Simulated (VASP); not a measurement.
# Si8HO16 (a cell with a defect) in VASP: single point with PBE

Aim: the single point of Si8HO16 (a cell with a defect) with PBE.

Program: VASP 6.6.1. These are calculated values, not measurements. Logs are shortened: lines on timing, memory, paths and dates and some standing lists are left out, and cuts for length are marked.

### Step 1. The cell of the first run

The cell holds a defect, 25 atoms: a = 5.908 Å, b = 5.908 Å, c = 5.330 Å, α = 90.00°, β = 90.00°, γ = 90.00°.

### Step 2. Single point, PBE

Input file INCAR:

```
SYSTEM = Si8HO16
ALGO     = Normal         ! electronic algorithm
EDIFF    = 1E-6           ! SCF threshold, eV
ENCUT    = 520            ! plane-wave cutoff, eV
GGA      = PE             ! functional
ISIF     = 2              ! what is computed and relaxed
ISMEAR   = -1             ! smearing method
LASPH    = .TRUE.         ! aspherical terms in the spheres
LCHARG   = .TRUE.         ! write CHGCAR
LELF     = .TRUE.         ! ELF
LREAL    = Auto         
LVHAR    = .TRUE.       
LWAVE    = .FALSE.        ! write WAVECAR
NBANDS   = 82             ! bands
NELECT   = 128.0        
NELM     = 80             ! most SCF steps
PREC     = Accurate       ! precision mode
SIGMA    = 0.05           ! smearing width, eV
```

Input file KPOINTS:

```
k-points
0
G
  2 2 2
  0 0 0
```

Input file POSCAR:

```
Si8HO16
1.0
   -4.1773000000     -4.1773000000      0.0000000000
    4.1773000000     -4.1773000000      0.0000000000
    0.0000000000      0.0000000000      5.3304000000
Si O H
8 16 1
Direct
    0.5023850334      0.4955526297     -0.0001446421
    0.0028068370      0.5044533550      0.2446324854
    0.4828711129      0.4928344864      0.4998236530
    0.0029309602      0.5042952386      0.7551774726
   -0.0022180595      0.0041994829     -0.0001519586
    0.4973616930     -0.0047549853      0.2446240432
    0.0172807795      0.0068158859      0.4998153985
    0.4972495392     -0.0045736481      0.7551675296
    0.1968225888      0.4888724774     -0.0001069338
   -0.0122082446      0.1997159649      0.2544388789
    0.8061539751      0.5095492304     -0.0001348867
    0.0139344792      0.8097231465      0.2483391490
    0.1878121035      0.4928043234      0.4998598604
   -0.0121846647      0.1997421780      0.7453011031
    0.7979390994      0.5422279942      0.4998949422
    0.0139300505      0.8097486415      0.7513576842
    0.6940447179     -0.0098673785     -0.0001275702
    0.4862882723      0.6899808489      0.2483391490
    0.3033781390      0.0108465995     -0.0000999925
    0.5124211811      0.2999959304      0.2544600780
    0.7022816173     -0.0425210064      0.4998898769
    0.4862624183      0.6899576281      0.7513584346
    0.3123846743      0.0069060158      0.4998581720
    0.5123881455      0.2999549949      0.7453176122
    0.7502466904      0.7498957461      0.4998429761
```

Potentials or basis: VASP PAW PBE potentials, release 64 (Si, O, H).

On the command line:

```bash
$ cat potpaw_PBE.64/Si/POTCAR potpaw_PBE.64/O/POTCAR potpaw_PBE.64/H/POTCAR > POTCAR
$ mpirun -np 1 vasp_std > vasp.out
```

OUTCAR:

```text
SYSTEM = Si8HO16
   EDIFF = 1E-6
   ENCUT = 520
   GGA = PE
   ISIF = 2
   ISMEAR = -1
   LASPH = .TRUE.
   LREAL = Auto
   NELECT = 128.0
   NELM = 80
   PREC = Accurate

 ion  position               nearest neighbor table
   1  0.502  0.496  1.000-  22 1.76  18 1.76  24 1.78  20 1.78  11 1.80   9 1.81   3 2.67   3 2.67

   2  0.003  0.504  0.245-   9 1.74  13 1.75  11 1.75  10 1.80  12 1.80  15 1.83   4 2.61   4 2.72
                             3 3.15
   3  0.483  0.493  0.500-  13 1.74  20 1.74  24 1.74  18 1.78  22 1.78  15 1.88   1 2.67   1 2.67
                             4 3.15   2 3.15
   4  0.003  0.504  0.755-   9 1.74  13 1.75  11 1.75  14 1.80  16 1.81  15 1.84   2 2.61   2 2.72
                             3 3.15
   5  0.998  0.004  1.000-  16 1.76  12 1.76  14 1.78  10 1.78  17 1.80  19 1.81   7 2.67   7 2.67

   6  0.497  0.995  0.245-  19 1.74  23 1.75  17 1.75  20 1.80  18 1.80  21 1.83   8 2.61   8 2.72
                             7 3.15
   7  0.017  0.007  0.500-  23 1.74  10 1.74  14 1.74  12 1.78  16 1.78  21 1.88   5 2.67   5 2.67
                             8 3.15   6 3.15
   8  0.497  0.995  0.755-  19 1.74  23 1.75  17 1.75  24 1.80  22 1.81  21 1.84   6 2.61   6 2.72
                             7 3.15
   9  0.197  0.489  1.000-   4 1.74   2 1.74   1 1.81
  10  0.988  0.200  0.254-   7 1.74   5 1.78   2 1.80
  11  0.806  0.510  1.000-   2 1.75   4 1.75   1 1.80
  12  0.014  0.810  0.248-   5 1.76   7 1.78   2 1.80
  13  0.188  0.493  0.500-   3 1.74   4 1.75   2 1.75
  14  0.988  0.200  0.745-   7 1.74   5 1.78   4 1.80
  15  0.798  0.542  0.500-  25 1.26   2 1.83   4 1.84   3 1.88
  16  0.014  0.810  0.751-   5 1.76   7 1.78   4 1.81
  17  0.694  0.990  1.000-   6 1.75   8 1.75   5 1.80
  18  0.486  0.690  0.248-   1 1.76   3 1.78   6 1.80
  19  0.303  0.011  1.000-   8 1.74   6 1.74   5 1.81
  20  0.512  0.300  0.254-   3 1.74   1 1.78   6 1.80
  21  0.702  0.957  0.500-  25 1.26   6 1.83   8 1.84   7 1.88
  22  0.486  0.690  0.751-   1 1.76   3 1.78   8 1.81
  23  0.312  0.007  0.500-   7 1.74   8 1.75   6 1.75
  24  0.512  0.300  0.745-   3 1.74   1 1.78   8 1.80
  25  0.750  0.750  0.500-  21 1.26  15 1.26

  LATTYP: Found a simple tetragonal cell.
 ALAT       =     5.9075943141
 C/A-ratio  =     0.9022962168

  Lattice vectors:

 A1 = (  -4.1773000000,  -4.1773000000,   0.0000000000)
 A2 = (   4.1773000000,  -4.1773000000,   0.0000000000)
 A3 = (   0.0000000000,   0.0000000000,   5.3304000000)

Analysis of symmetry for initial positions (statically):
=====================================================================
 Subroutine PRICEL returns:
 Original cell was already a primitive cell.
[... 157 lines left out ...]
   ISIF   =      2    stress and relaxation
   ISYM   =      2    0-nonsym 1-usesym 2-fastsym
   POTIM  = 0.5000    time-step for ionic-motion
   TEBEG  =    0.0;   TEEND  =   0.0 temperature during run
   PSTRESS=    0.0 pullay stress
   NELECT =     128.0000    total number of electrons
   NUPDOWN=      -1.0000    fix difference up-down
   EMIN   =  10.00;   EMAX   =-10.00  energy-range for DOS
   EFERMI =   0.00;   METHOD = LEGACY
   ISMEAR =    -1;   SIGMA  =   0.05  broadening in eV -4-tet -1-fermi 0-gaus
   EFERMI_NEDOS =   21; number of points for ismear=-14 and -15
   IALGO  =     38    algorithm
   IMIX   =      4    mixing-type and parameters
     AMIX     =   0.40;   BMIX     =  1.00
     AMIX_MAG =   1.60;   BMIX_MAG =  1.00
  volume/ion in A,a.u.               =       7.44        50.22
  Fermi-wavevector in a.u.,A,eV,Ry     =   1.445277  2.731178 28.420200  2.088826
  Thomas-Fermi vector in A             =   2.563477
   LORBIT       =      0    0 simple, 1 ext, 2 COOP (PROOUT), +10 PAW based schemes
   GGA     = PE    functional components
   LHFCALC =     F    Hartree Fock is set to
   AEXX    =    0.0000 exact exchange contribution
   IVDW    =     0    specifies the selected vdW correction
   LEPSILON=     F    determine dielectric tensor
   LRPA    =     F    only Hartree local field effects (RPA)
 non-spin polarized calculation
  energy-cutoff  :      520.00
  volume of cell :      186.03
 maximum number of plane-waves:      5032
 NGX is ok and might be reduce to    48
   NGX = 21   NGY = 21   NGZ = 19

 number of electron     127.9999960 magnetization

 Free energy of the ion-electron system (eV)
  ---------------------------------------------------
  ext. energy  EPLUGINS =         0.00000000
  ---------------------------------------------------
  free energy    TOTEN  =      -196.92778162 eV

  energy without entropy =     -196.92778162  energy(sigma->0) =     -196.92778162

 E-fermi :   9.2566     XC(G=0): -12.2894

 val. band max:        8.1011812710   @ k =   0.0000   0.0000   0.0000
 cond. band min:      13.8660478689   @ k =   0.0000   0.0000   0.0000
 fundamental gap:      5.7648665978
 Fermi energy:         9.2566278819

 k-point     1 :       0.0000    0.0000    0.0000
  band No.  band energies     occupation
      1     -14.3634      2.00000
      2     -12.5810      2.00000
      3     -12.3192      2.00000
      4     -12.0427      2.00000
      5     -11.3993      2.00000
      6     -11.3904      2.00000
[... 621 lines left out ...]
     75      18.5983      0.00000
     76      18.7286      0.00000
 [bands above 76 left out]

------------------------ aborting loop because EDIFF is reached ----------------------------------------

  FORCE on cell =-STRESS in cart. coord.  units (eV):
  Direction    XX          YY          ZZ          XY          YZ          ZX
  --------------------------------------------------------------------------------------
  -------------------------------------------------------------------------------------
  Total       -7.9437381      6.8542342      5.7020457      6.4907405     -0.0005311      0.0017652
  in kB      -68.4154790     59.0321216     49.1088933     55.9015306     -0.0045738      0.0152031
  external PRESSURE =      13.2418453 kB  Pullay stress =       0.0000000 kB

 VOLUME and BASIS-vectors are now :
 -----------------------------------------------------------------------------
  energy-cutoff  :      520.00
  volume of cell :      186.03
      direct lattice vectors                 reciprocal lattice vectors
    -4.177300000 -4.177300000  0.000000000    -0.119694540 -0.119694540  0.000000000
     4.177300000 -4.177300000  0.000000000     0.119694540 -0.119694540  0.000000000
     0.000000000  0.000000000  5.330400000     0.000000000  0.000000000  0.187603182

 POSITION                                       TOTAL-FORCE (eV/Angst)
 -----------------------------------------------------------------------------------
     -0.02854     -4.16869      5.32963        -0.007983      0.008343     -0.000759
      2.09553     -2.11898      1.30399        -0.005765     -0.010634      0.003381
      0.04162     -4.07581      2.66426        -0.022506      0.009736      0.009111
      2.09435     -2.11884      4.02540         0.017093     -0.017055     -0.010748
     -4.15049     -4.18558      5.32959         0.003210     -0.008111     -0.001315
      2.07981     -6.23507      1.30394         0.002009      0.009389      0.004861
[... 17 lines left out ...]
     -0.88740     -3.39340      3.97284         0.001331     -0.006366     -0.000892
     -0.00147     -6.26654      2.66436         0.003146      0.009234      0.004419
 -----------------------------------------------------------------------------------
    total drift:                               -0.000496     -0.000943      0.002889

  FREE ENERGIE OF THE ION-ELECTRON SYSTEM (eV)
  ---------------------------------------------------
  free  energy   TOTEN  =      -196.9277816172 eV

  energy  without entropy=     -196.9277816171  energy(sigma->0) =     -196.92778162
```

It took 99 s on 1 thread of Intel Xeon 6975P-C (Granite Rapids), shared host; peak memory 0.32 GiB.

Results:

| Property | Result |
| --- | --- |
| Free energy | -196.9278 eV |
| Largest force | 0.039 eV/Å |

Forces in eV/Å, atoms in the order of the input:
```
Si  -0.008  0.008 -0.001
Si  -0.006 -0.011  0.003
Si  -0.023  0.010  0.009
Si   0.017 -0.017 -0.011
Si   0.003 -0.008 -0.001
Si   0.002  0.009  0.005
Si   0.026 -0.024  0.009
Si  -0.022  0.019 -0.009
O   -0.032 -0.006  0.002
O    0.005  0.001 -0.003
O    0.021  0.013  0.000
O   -0.019  0.029  0.006
O   -0.002  0.006 -0.001
O   -0.001  0.006  0.000
O   -0.016  0.025 -0.003
O   -0.023  0.031 -0.004
O   -0.018 -0.014 -0.002
O    0.020 -0.027  0.008
O    0.033  0.008  0.001
O   -0.005  0.001 -0.006
O    0.019 -0.027 -0.002
O    0.023 -0.030 -0.006
O    0.002 -0.005  0.000
O    0.001 -0.006 -0.001
H    0.003  0.009  0.004
```

Levels at points of the mesh, in eV from the Fermi level:
| k point | band 60 | band 61 | band 62 | band 63 | band 64 | band 65 | band 66 | band 67 | band 68 | band 69 |
| --- | --- | --- | --- | --- | --- | --- | --- | --- | --- | --- |
| (0.00, 0.00, 0.00) | -2.55 | -2.34 | -1.93 | -1.68 | -1.16 | 4.61 | 5.86 | 6.15 | 6.15 | 6.50 |
| (0.50, 0.00, 0.00) | -2.78 | -2.43 | -2.30 | -2.00 | -1.65 | 5.76 | 5.88 | 6.62 | 6.78 | 6.82 |
| (0.00, 0.50, 0.00) | -2.54 | -2.45 | -2.14 | -1.89 | -1.82 | 5.80 | 5.92 | 6.65 | 6.70 | 6.93 |
| (0.50, 0.50, 0.00) | -2.41 | -2.24 | -2.16 | -1.85 | -1.73 | 6.53 | 6.65 | 6.84 | 6.95 | 7.35 |
| (0.00, 0.00, 0.50) | -2.35 | -2.34 | -2.29 | -2.05 | -1.63 | 6.39 | 6.48 | 6.91 | 7.09 | 7.21 |
| (0.50, 0.00, 0.50) | -2.51 | -2.41 | -1.86 | -1.80 | -1.70 | 6.64 | 6.80 | 6.83 | 6.85 | 7.78 |
| (0.00, 0.50, 0.50) | -2.33 | -2.16 | -2.12 | -1.86 | -1.67 | 6.88 | 6.92 | 6.92 | 7.01 | 7.80 |
| (0.50, 0.50, 0.50) | -2.35 | -2.32 | -2.25 | -2.12 | -2.08 | 7.52 | 7.83 | 7.87 | 7.89 | 7.91 |

Caveat: the k points lie up to 0.59 Å⁻¹ apart; the cell carries a net charge on a neutralising background, which shifts energy and pressure; the cell is charged against a uniform background, so pressure and absolute levels hang on convention.
